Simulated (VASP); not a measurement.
A run of VASP 6.6.1 is set up as follows.

The input INCAR:

```
SYSTEM = Li
  PREC = Accurate
  ENCUT = 750
  EDIFF = 1E-6
  ISMEAR = 0
  SIGMA = 0.1
  LREAL = .FALSE.
  LASPH = .TRUE.
  NELM = 120
  ALGO = Normal
  ISIF = 2
  LWAVE = .FALSE.
  LCHARG = .TRUE.
  GGA = PE
  LELF = .TRUE.
  LVHAR = .TRUE.
  NBANDS = 8
  GGA_COMPAT = .FALSE.
```

KPOINTS

```
Automatic mesh
0
G
  8 8 8
  0 0 0
```

The input POSCAR:

```
Li
1.0
    0.0000000000      1.9061199242      1.9061199242
    1.9061199242      0.0000000000      1.9061199242
    1.9061199242      1.9061199242      0.0000000000
Li
1
Direct
    0.0000000000      0.0000000000      0.0000000000
```

Potentials or basis: VASP PAW PBE potentials, release 64 (Li_sv).

Command:

```console
$ cat potpaw_PBE.64/Li_sv/POTCAR > POTCAR
$ mpirun -np 1 vasp_std > vasp.out
```

Problem. Predict the band gap on the k mesh.

Solution. Zero (an odd number of electrons rules out a gap without spin polarisation).

Problem. Estimate the pressure.

Solution. 9.7 GPa.

Caveat: the cell stands under pressure.
